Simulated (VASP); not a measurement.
Input of a VASP 6.6.1 run:

File INCAR:

```
PREC     = Accurate       # precision mode
ENCUT    = 520            # plane-wave cutoff, eV
EDIFF    = 1E-6           # SCF threshold, eV
ISMEAR   = 1              # smearing method
SIGMA    = 0.05           # smearing width, eV
LREAL    = F              # projectors in reciprocal space
LASPH    = T              # aspherical terms in the spheres
NELM     = 100            # most SCF steps
ALGO     = Normal         # electronic algorithm
ISIF     = 2              # what is computed and relaxed
LWAVE    = F              # write WAVECAR
LCHARG   = F              # write CHGCAR
GGA      = PS             # functional
NBANDS   = 12             # bands
```

KPOINTS

```
Automatic mesh
0
Gamma
  13 13 13
```

File POSCAR:

```
Ti
1.0
   -1.6410000000      1.6410000000      1.6410000000
    1.6410000000     -1.6410000000      1.6410000000
    1.6410000000      1.6410000000     -1.6410000000
Ti
1
Direct
    0.0000000000      0.0000000000      0.0000000000
```

Potentials or basis: VASP PAW PBE potentials, release 64 (Ti_sv).

The run is started by

```console
$ cat potpaw_PBE.64/Ti_sv/POTCAR > POTCAR
$ mpirun -np 1 vasp_std > vasp.out
```

Question: Predict the pressure.

Answer: -7.0 GPa.

Question: What does it give for the band gap on the k mesh?

Answer: Zero (band 6 reaches 8.74 eV, above the bottom of band 7 at 7.22 eV).

Caveat: the PAW data sets were made with another functional, which shifts forces and pressure a little.
